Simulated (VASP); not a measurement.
Wanted: the native input for a VASP 6.6.1 run.

```
Task                   : single point
Functional             : PBEsol
Potentials or basis    : VASP PAW PBE potentials, release 64 (Mg, Tl_d)
Cutoff                 : 520 eV
k mesh                 : 12 × 12 × 12
Occupations            : gaussian, width 0.1 eV
Spin                   : no spin polarisation
Dipole correction      : no
Further INCAR settings : ALGO = Fast; EDIFF = 1e-06; NBANDS = 14
```

The structure of MgTl lies in POSCAR:

```
MgTl
1.0
    3.7401017211      0.0000000000      0.0000000000
    0.0000000000      3.7401017211      0.0000000000
    0.0000000000      0.0000000000      3.7401017211
Mg Tl
1 1
Direct
    0.0000000000      0.0000000000      0.0000000000
    0.5000000000      0.5000000000      0.5000000000
```

This cell differs from its parent crystal: volume scaled by 1.10.

These files were run (other wordings do the same):

INCAR

```
SYSTEM = MgTl
PREC = Accurate
ENCUT = 520
EDIFF = 1E-6
ISMEAR = 0
SIGMA = 0.1
LREAL = .FALSE.
LASPH = .TRUE.
NELM = 100
ALGO = Fast
ISIF = 2
LWAVE = .FALSE.
LCHARG = .FALSE.
GGA = PS
NBANDS = 14
```

KPOINTS

```
Automatic mesh
0
G
  12 12 12
  0 0 0
```

Potentials or basis: VASP PAW PBE potentials, release 64 (Mg, Tl_d).

The run is started by

```bash
$ cat potpaw_PBE.64/Mg/POTCAR potpaw_PBE.64/Tl_d/POTCAR > POTCAR
$ mpirun -np 1 vasp_std > vasp.out
```

It gave:

* Pressure: -3.1 GPa

Caveat: the PAW data sets were made with another functional, which shifts forces and pressure a little.

It took 18 s on 1 thread of Intel(R) Xeon(R) 6975P-C (Granite Rapids), with other jobs on the host, peak memory 0.2 GiB.
